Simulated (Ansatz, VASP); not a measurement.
**Two plane-wave programs on TiSi2**

```
Ti Si
1.0
     0.00000    4.11800    4.26150
     2.38650    0.00000    4.26150
     2.38650    4.11800    0.00000
Ti Si
2 4
Direct
  0.75000 0.75000 0.75000
  0.50000 0.50000 0.50000
  0.08300 0.41700 0.08300
  0.41700 0.08300 0.41700
  0.16700 0.83300 0.16700
  0.83300 0.16700 0.83300
```

Alike in both runs: task single point; functional PBEsol; k mesh 10 × 10 × 10; occupations gaussian, width 0.1 eV; no spin polarisation.

```csv
,VASP,Ansatz
version,VASP 6.6.1,Ansatz 0.2.0
potentials or method,"VASP PAW PBE potentials, release 64 (Ti_sv, Si), cutoff 520 eV","scalar-relativistic, plane waves, PAW"
valence electrons in the cell,40,40
```

```csv
,VASP,Ansatz,Ansatz less VASP
gap on the k mesh at the Fermi level (eV),none,none,-
pressure (GPa),-1.6,-1.8,-0.13
"traceless stress, the component that is largest in VASP (GPa)",0.71,0.72,+0.013
rms of the force components (eV/Å),0.081,0.081,-0.0001
```

VASP's potentials were made for PBE, not for PBEsol. Atom by atom the forces differ by 0.000 eV/Å (rms over components). A gap of «none» marks a metal or a gap that the smearing closes. The functional is the same, so the differences come from potentials, cutoffs and numerics.
